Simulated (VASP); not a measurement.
# PbF2 (Fm-3m) in VASP: notebook

The runs below take PbF2 through single point, relaxation of cell and atoms, with r2SCAN.

Program: VASP 6.6.1. These are calculated values, not measurements. Logs are shortened: lines on timing, memory, paths and dates and some standing lists are left out, and cuts for length are marked.

## Step 1: The cell of the first run

It takes space group Fm-3m (No. 225, cubic). The conventional cell has a = 5.921 Å, b = 5.921 Å, c = 5.921 Å, α = 90.00°, β = 90.00°, γ = 90.00°. Pb (site symmetry m-3m) has 8 F at 2.56 Å within 3.4 Å. Within 3.4 Å of F (site symmetry -43m) lie 4 Pb at 2.56 Å and 6 F at 2.96 Å.

## Step 2: Single point, r2SCAN

Input file POSCAR:

```
PbF2
1.0
    2.9605993906      2.9605993906      0.0000000000
   -2.9605993906      2.9605993906      0.0000000000
    0.0000000000      2.9605993906      2.9605993906
Pb F
1 2
Direct
    0.0000000000      0.0000000000      0.0000000000
    0.2500000000      0.7500000000      0.5000000000
    0.7500000000      0.2500000000      0.5000000000
```

Input file INCAR.step1:

```
  ALGO = Normal
  EDIFF = 1E-4
  ENCUT = 520
  GGA = PE
  ISMEAR = 0
  LASPH = T
  LCHARG = F
  LREAL = F
  LWAVE = T
  NBANDS = 21
  NELM = 100
  PREC = Accurate
  SIGMA = 0.01
```

Input file INCAR.step2:

```
  ALGO = Normal
  EDIFF = 1E-6
  ENCUT = 520
  ISIF = 2
  ISMEAR = 0
  ISTART = 1
  LASPH = T
  LCHARG = F
  LMIXTAU = T
  LREAL = F
  LWAVE = F
  METAGGA = R2SCAN
  NBANDS = 21
  NELM = 100
  PREC = Accurate
  SIGMA = 0.01
```

Input file KPOINTS:

```
k-points
0
Gamma
  8 8 8
```

Potentials or basis: VASP PAW PBE potentials, release 64 (Pb_d, F).

The run is started by

```bash
$ cat potpaw_PBE.64/Pb_d/POTCAR potpaw_PBE.64/F/POTCAR > POTCAR
$ cp INCAR.step1 INCAR
$ mpirun -np 1 vasp_std > vasp.out
$ cp INCAR.step2 INCAR
$ mpirun -np 1 vasp_std > vasp.out
```

OUTCAR:

```text
EDIFF = 1E-6
   ENCUT = 520
   ISIF = 2
   ISMEAR = 0
   ISTART = 1
   LASPH = T
   LREAL = F
   METAGGA = R2SCAN
   NELM = 100
   PREC = Accurate

 ion  position               nearest neighbor table
   1  0.000  0.000  0.000-   3 2.56   2 2.56   3 2.56   2 2.56   2 2.56   3 2.56   2 2.56   3 2.56

   2  0.250  0.750  0.500-   1 2.56   1 2.56   1 2.56   1 2.56
   3  0.750  0.250  0.500-   1 2.56   1 2.56   1 2.56   1 2.56

  LATTYP: Found a face centered cubic cell.
 ALAT       =     5.9211987812

  Lattice vectors:

 A1 = (   0.0000000000,   2.9605993906,   2.9605993906)
 A2 = (   2.9605993906,   0.0000000000,   2.9605993906)
 A3 = (   2.9605993906,   2.9605993906,   0.0000000000)

Analysis of symmetry for initial positions (statically):
=====================================================================
 Subroutine PRICEL returns:
 Original cell was already a primitive cell.

 Routine SETGRP: Setting up the symmetry group for a
 face centered cubic supercell.

 Subroutine GETGRP returns: Found 48 space group operations
 (whereof 48 operations were pure point group operations)
 out of a pool of 48 trial point group operations.

The static configuration has the point symmetry O_h .

Analysis of symmetry for dynamics (positions and initial velocities):
=====================================================================
 Subroutine PRICEL returns:
 Original cell was already a primitive cell.

 Routine SETGRP: Setting up the symmetry group for a
 face centered cubic supercell.

 Subroutine GETGRP returns: Found 48 space group operations
 (whereof 48 operations were pure point group operations)
 out of a pool of 48 trial point group operations.

The dynamic configuration has the point symmetry O_h .

 Subroutine INISYM returns: Found 48 space group operations
 (whereof 48 operations are pure point group operations),
 and found     1 'primitive' translations

----------------------------------------------------------------------------------------

                                     Primitive cell

  volume of cell :      51.9002

  direct lattice vectors                    reciprocal lattice vectors
     2.960599391  2.960599391  0.000000000     0.168884720  0.168884720 -0.168884720
    -2.960599391  2.960599391  0.000000000    -0.168884720  0.168884720 -0.168884720
     0.000000000  2.960599391  2.960599391     0.000000000  0.000000000  0.337769441

  length of vectors
     4.186919811  4.186919811  4.186919811     0.292516916  0.292516916  0.337769441

  position of ions in fractional coordinates (direct lattice)
     0.000000000  0.000000000  0.000000000
     0.250000000  0.750000000  0.500000000
     0.750000000  0.250000000  0.500000000

  ion indices of the primitive-cell ions
   primitive index   ion index
                 1           1
                 2           2
                 3           3

----------------------------------------------------------------------------------------

 KPOINTS: k-points

Automatic generation of k-mesh.
 Grid dimensions read from file:
 generate k-points for:    8    8    8

 Generating k-lattice:

  Cartesian coordinates                     Fractional coordinates (reciprocal lattice)
     0.021110590  0.021110590 -0.021110590     0.125000000  0.000000000  0.000000000
    -0.021110590  0.021110590 -0.021110590     0.000000000  0.125000000  0.000000000
     0.000000000  0.000000000  0.042221180     0.000000000  0.000000000  0.125000000

  Length of vectors
     0.036564615  0.036564615  0.042221180

  Shift w.r.t. Gamma in fractional coordinates (k-lattice)
     0.000000000  0.000000000  0.000000000

 Subroutine IBZKPT returns following result:
 ===========================================

 Found     29 irreducible k-points:

 Following reciprocal coordinates:
            Coordinates               Weight
  0.000000  0.000000  0.000000      1.000000
  0.125000  0.000000  0.000000      8.000000
  0.250000  0.000000  0.000000      8.000000
  0.375000  0.000000  0.000000      8.000000
  0.500000  0.000000  0.000000      4.000000
  0.125000  0.125000  0.000000     12.000000
[... 16 lines left out ...]
  0.375000  0.250000  0.125000     48.000000
  0.500000  0.250000  0.125000     24.000000
 [... further k-points ...]
   k-points           NKPTS =     29   k-points in BZ     NKDIM =     29   number of bands    NBANDS=     21
   number of dos      NEDOS =    301   number of ions     NIONS =      3
   total plane-waves  NPLWV =  32768
   dimension x,y,z NGX =    32 NGY =   32 NGZ =   32
   dimension x,y,z NGXF=    64 NGYF=   64 NGZF=   64
   ions per type =               1   2
   NGX,Y,Z   is equivalent  to a cutoff of  12.71, 12.71, 12.71 a.u.
   NGXF,Y,Z  is equivalent  to a cutoff of  25.41, 25.41, 25.41 a.u.
 SYSTEM =  unknown system
   PREC   = accura    normal or accurate (medium, high low for compatibility)
   ISTART =      1    job   : 0-new  1-cont  2-samecut
   ICHARG =      0    charge: 1-file 2-atom 10-const
   ISPIN  =      1    spin polarized calculation?
   LNONCOLLINEAR =      F non collinear calculations
   LSORBIT =      F    spin-orbit coupling
   LASPH  =      T    aspherical Exc in radial PAW
   ENCUT  =  520.0 eV  38.22 Ry    6.18 a.u.   7.78  7.78  7.78*2*pi/ulx,y,z
   NELM   =    100;   NELMIN=  2; NELMDL=  0     # of ELM steps
   EDIFF  = 0.1E-05   stopping-criterion for ELM
   LREAL  =      F    real-space projection
   EDIFFG = 0.1E-04   stopping-criterion for IOM
   NSW    =      0    number of steps for IOM
   IBRION =     -1    ionic relax: 0-MD 1-quasi-New 2-CG
   NFREE  =      0    steps in history (QN), initial steepest desc. (CG)
   ISIF   =      2    stress and relaxation
   ISYM   =      2    0-nonsym 1-usesym 2-fastsym
   POTIM  = 0.5000    time-step for ionic-motion
   TEBEG  =    0.0;   TEEND  =   0.0 temperature during run
   PSTRESS=    0.0 pullay stress
   NELECT =      28.0000    total number of electrons
   NUPDOWN=      -1.0000    fix difference up-down
   EMIN   =  10.00;   EMAX   =-10.00  energy-range for DOS
   EFERMI =   0.00;   METHOD = LEGACY
   ISMEAR =     0;   SIGMA  =   0.01  broadening in eV -4-tet -1-fermi 0-gaus
   EFERMI_NEDOS =   21; number of points for ismear=-14 and -15
   IALGO  =     38    algorithm
   IMIX   =      4    mixing-type and parameters
     AMIX     =   0.40;   BMIX     =  1.00
     AMIX_MAG =   1.60;   BMIX_MAG =  1.00
  volume/ion in A,a.u.               =      17.30       116.75
  Fermi-wavevector in a.u.,A,eV,Ry     =   1.332717  2.518470 24.165770  1.776134
  Thomas-Fermi vector in A             =   2.461630
   LORBIT       =      0    0 simple, 1 ext, 2 COOP (PROOUT), +10 PAW based schemes
   METAGGA = R2SCAN    functional components
   LHFCALC =     F    Hartree Fock is set to
   AEXX    =    0.0000 exact exchange contribution
   IVDW    =     0    specifies the selected vdW correction
   LEPSILON=     F    determine dielectric tensor
   LRPA    =     F    only Hartree local field effects (RPA)
 non-spin polarized calculation
 Gauss-broadening in eV      SIGMA  =   0.01
  energy-cutoff  :      520.00
  volume of cell :       51.90
 maximum number of plane-waves:      1411
   NGX = 15   NGY = 15   NGZ = 15

 number of electron      28.0000003 magnetization

 Free energy of the ion-electron system (eV)
  ---------------------------------------------------
  ext. energy  EPLUGINS =         0.00000000
  ---------------------------------------------------
  free energy    TOTEN  =       -70.16179195 eV

  energy without entropy =      -70.16179195  energy(sigma->0) =      -70.16179195

 E-fermi :   1.6055     XC(G=0): -10.0265

 val. band max:        1.5487843708   @ k =   0.5000   0.5000   0.2500
 cond. band min:       6.4799988247   @ k =   0.5000   0.5000   0.0000
 fundamental gap:      4.9312144539
 Fermi energy:         1.6054960783

 k-point     1 :       0.0000    0.0000    0.0000
  band No.  band energies     occupation
      1     -20.8643      2.00000
      2     -20.2693      2.00000
      3     -13.3219      2.00000
      4     -13.3219      2.00000
      5     -13.3219      2.00000
      6     -13.2706      2.00000
[... 13 lines left out ...]
     20      17.4716      0.00000
     21      19.8234      0.00000

 k-point     2 :       0.1250    0.0000    0.0000
  band No.  band energies     occupation
      1     -20.8355      2.00000
      2     -20.2954      2.00000
      3     -13.3157      2.00000
      4     -13.3157      2.00000
      5     -13.2910      2.00000
      6     -13.2706      2.00000
[... 13 lines left out ...]
     20      16.9938      0.00000
     21      19.1425      0.00000

 k-point     3 :       0.2500    0.0000    0.0000
  band No.  band energies     occupation
      1     -20.7600      2.00000
      2     -20.3623      2.00000
      3     -13.3071      2.00000
      4     -13.3071      2.00000
      5     -13.2638      2.00000
      6     -13.2638      2.00000
[... 13 lines left out ...]
     20      16.3616      0.00000
     21      17.8678      0.00000

 k-point     4 :       0.3750    0.0000    0.0000
  band No.  band energies     occupation
      1     -20.6623      2.00000
      2     -20.4502      2.00000
      3     -13.3072      2.00000
      4     -13.3072      2.00000
      5     -13.2482      2.00000
      6     -13.2482      2.00000
[... 13 lines left out ...]
     20      15.9965      0.00000
     21      16.8615      0.00000

 k-point     5 :       0.5000    0.0000    0.0000
  band No.  band energies     occupation
      1     -20.5859      2.00000
      2     -20.5217      2.00000
      3     -13.3087      2.00000
      4     -13.3087      2.00000
      5     -13.2402      2.00000
      6     -13.2402      2.00000
[... 13 lines left out ...]
     20      15.8889      0.00000
     21      16.4928      0.00000

 k-point     6 :       0.1250    0.1250    0.0000
  band No.  band energies     occupation
      1     -20.7919      2.00000
      2     -20.3335      2.00000
      3     -13.3076      2.00000
      4     -13.3022      2.00000
      5     -13.2747      2.00000
      6     -13.2629      2.00000
[... 13 lines left out ...]
     20      16.7739      0.00000
     21      19.5133      0.00000

 k-point     7 :       0.2500    0.1250    0.0000
  band No.  band energies     occupation
      1     -20.7116      2.00000
      2     -20.4041      2.00000
      3     -13.2977      2.00000
      4     -13.2961      2.00000
      5     -13.2692      2.00000
      6     -13.2456      2.00000
[... 13 lines left out ...]
     20      16.7336      0.00000
     21      18.6232      0.00000
[... 291 lines left out ...]
      1     -20.6399      2.00000
      2     -20.4585      2.00000
      3     -13.3013      2.00000
      4     -13.2503      2.00000
      5     -13.2470      2.00000
      6     -13.2470      2.00000
[... 13 lines left out ...]
     20      18.7431      0.00000
     21      19.6297      0.00000

 k-point    21 :       0.5000    0.5000    0.0000
  band No.  band energies     occupation
      1     -20.6004      2.00000
      2     -20.4890      2.00000
      3     -13.3073      2.00000
      4     -13.2468      2.00000
      5     -13.2337      2.00000
      6     -13.2337      2.00000
[... 13 lines left out ...]
     20      19.1756      0.00000
     21      19.5560      0.00000

 k-point    22 :       0.2500    0.2500    0.1250
  band No.  band energies     occupation
      1     -20.7073      2.00000
      2     -20.4062      2.00000
      3     -13.2906      2.00000
      4     -13.2823      2.00000
      5     -13.2752      2.00000
      6     -13.2445      2.00000
[... 13 lines left out ...]
     20      17.4187      0.00000
     21      18.6414      0.00000

 k-point    23 :       0.3750    0.2500    0.1250
  band No.  band energies     occupation
      1     -20.6295      2.00000
      2     -20.4740      2.00000
      3     -13.2915      2.00000
      4     -13.2809      2.00000
      5     -13.2557      2.00000
      6     -13.2218      2.00000
[... 13 lines left out ...]
     20      18.1026      0.00000
     21      18.8118      0.00000

 k-point    24 :       0.5000    0.2500    0.1250
  band No.  band energies     occupation
      1     -20.5657      2.00000
      2     -20.5336      2.00000
      3     -13.2918      2.00000
      4     -13.2830      2.00000
      5     -13.2436      2.00000
      6     -13.2132      2.00000
[... 13 lines left out ...]
     20      18.3821      0.00000
     21      18.7650      0.00000

 [... further k-points ...]

------------------------ aborting loop because EDIFF is reached ----------------------------------------

  FORCE on cell =-STRESS in cart. coord.  units (eV):
  Direction    XX          YY          ZZ          XY          YZ          ZX
  --------------------------------------------------------------------------------------
  -------------------------------------------------------------------------------------
  Total       -0.0248228     -0.0248228     -0.0248228      0.0000000      0.0000000     -0.0000000
  in kB       -0.7662894     -0.7662894     -0.7662894      0.0000000      0.0000000     -0.0000000
  external PRESSURE =      -0.7662894 kB  Pullay stress =       0.0000000 kB

 VOLUME and BASIS-vectors are now :
 -----------------------------------------------------------------------------
  energy-cutoff  :      520.00
  volume of cell :       51.90
      direct lattice vectors                 reciprocal lattice vectors
     2.960599391  2.960599391  0.000000000     0.168884720  0.168884720 -0.168884720
    -2.960599391  2.960599391  0.000000000    -0.168884720  0.168884720 -0.168884720
     0.000000000  2.960599391  2.960599391     0.000000000  0.000000000  0.337769441

 POSITION                                       TOTAL-FORCE (eV/Angst)
 -----------------------------------------------------------------------------------
      0.00000      0.00000      0.00000        -0.000000      0.000000      0.000000
     -1.48030      4.44090      1.48030         0.000000      0.000000      0.000000
      1.48030      4.44090      1.48030        -0.000000     -0.000000      0.000000
 -----------------------------------------------------------------------------------
    total drift:                               -0.000000     -0.000000     -0.000000

  FREE ENERGIE OF THE ION-ELECTRON SYSTEM (eV)
  ---------------------------------------------------
  free  energy   TOTEN  =       -70.1617919459 eV

  energy  without entropy=      -70.1617919459  energy(sigma->0) =      -70.16179195
```

It took 41 s on 1 thread of Intel Xeon 6975P-C (Granite Rapids), shared host; peak memory 0.19 GiB.

What came out:

| Item | Value |
| --- | --- |
| Free energy | -70.1618 eV |
| Pressure | -0.1 GPa |
| Band gap on the k mesh | 4.93 eV (least direct gap 5.08 eV) |

Caveat: the PAW data sets were made with another functional, which shifts forces and pressure a little; spin-orbit coupling is left out, which moves the levels of the heavy elements.

(Continued in part 2 of 2.)
